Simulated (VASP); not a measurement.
Wanted: the native input for a VASP 6.6.1 run.

- Task: single point
- Functional: PBEsol
- Potentials or basis: VASP PAW PBE potentials, release 64 (Mn_pv)
- Cutoff: 520 eV
- k mesh: 17 × 17 × 9
- Occupations: fermi-dirac, width 0.1 eV
- Spin: no spin polarisation
- Dipole correction: no
- Further INCAR settings: ALGO = Normal; EDIFF = 1e-06; NBANDS = 20

The structure of Mn lies in POSCAR:

```
Mn
1.0
    2.5479671389      0.0000000000      0.0000000000
   -1.2739835694      2.2066042703      0.0000000000
    0.0000000000      0.0000000000      4.1160314010
Mn
2
Direct
    0.3333333333      0.6666666667      0.2500000000
    0.6666666667      0.3333333333      0.7500000000
```

This isn't the form of Mn at room conditions, which is a 58-atom cubic cell.

One way to write it, as run:

INCAR

```
PREC = Accurate
ENCUT = 520
EDIFF = 1E-6
ISMEAR = -1
SIGMA = 0.1
LREAL = False
LASPH = True
NELM = 60
ALGO = Normal
ISIF = 2
LWAVE = False
LCHARG = False
GGA = PS
NBANDS = 20
```

KPOINTS

```
regular mesh
0
Gamma
  17 17 9
```

Potentials or basis: VASP PAW PBE potentials, release 64 (Mn_pv).

Command:

```sh
$ cat potpaw_PBE.64/Mn_pv/POTCAR > POTCAR
$ mpirun -np 1 vasp_std > vasp.out
```

Results of the run:

The pressure is -27.2 GPa. The band gap on the k mesh is zero (bands 13 and 14 overlap by 1.76 eV).

Caveat: the cell stands under tension; the PAW data sets were made with another functional, which shifts forces and pressure a little; the run has no spin polarisation, though such a crystal can be magnetic.

Run time: 90 s on 1 thread of Intel Xeon 8259CL, on a shared host, peak memory 0.18 GiB.
